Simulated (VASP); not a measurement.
Set up this calculation in VASP 6.6.1, as the native input.

- Task: single point
- Functional: LDA
- Potentials or basis: VASP PAW LDA potentials, release 64 (K_sv, Cl)
- Cutoff: 520 eV
- k mesh: 8 × 8 × 8
- Occupations: gaussian, width 0.01 eV
- Spin: no spin polarisation
- Dipole correction: no
- Further INCAR settings: ALGO = Normal; EDIFF = 1e-06; NBANDS = 15

The structure of KCl (Sylvite) lies in POSCAR:

```
KCl
1.0
    0.0000000000      3.1448470504      3.1448470504
    3.1448470504      0.0000000000      3.1448470504
    3.1448470504      3.1448470504      0.0000000000
K Cl
1 1
Direct
    0.0000000000      0.0000000000      0.0000000000
    0.5000000000      0.5000000000      0.5000000000
```

The input as run:

INCAR

```
SYSTEM = KCl
ALGO = Normal
EDIFF = 1E-6
ENCUT = 520
ISIF = 2
ISMEAR = 0
LASPH = .TRUE.
LCHARG = .FALSE.
LREAL = .FALSE.
LWAVE = .FALSE.
NBANDS = 15
NELM = 100
PREC = Accurate
SIGMA = 0.01
```

KPOINTS

```
k-points
0
G
  8 8 8
  0 0 0
```

Potentials or basis: VASP PAW LDA potentials, release 64 (K_sv, Cl).

Run with:

```console
$ cat potpaw_LDA.64/K_sv/POTCAR potpaw_LDA.64/Cl/POTCAR > POTCAR
$ mpirun -np 1 vasp_std > vasp.out
```

It gave:

| Item | Value |
| --- | --- |
| Pressure | -1.9 GPa |
| Band gap on the k mesh | 4.75 eV, direct |

Run time: 18 s on 1 thread of Intel(R) Xeon(R) Platinum 8259CL CPU @ 2.50GHz (Skylake/Cascade Lake) (shared host), peak memory 0.18 GiB.
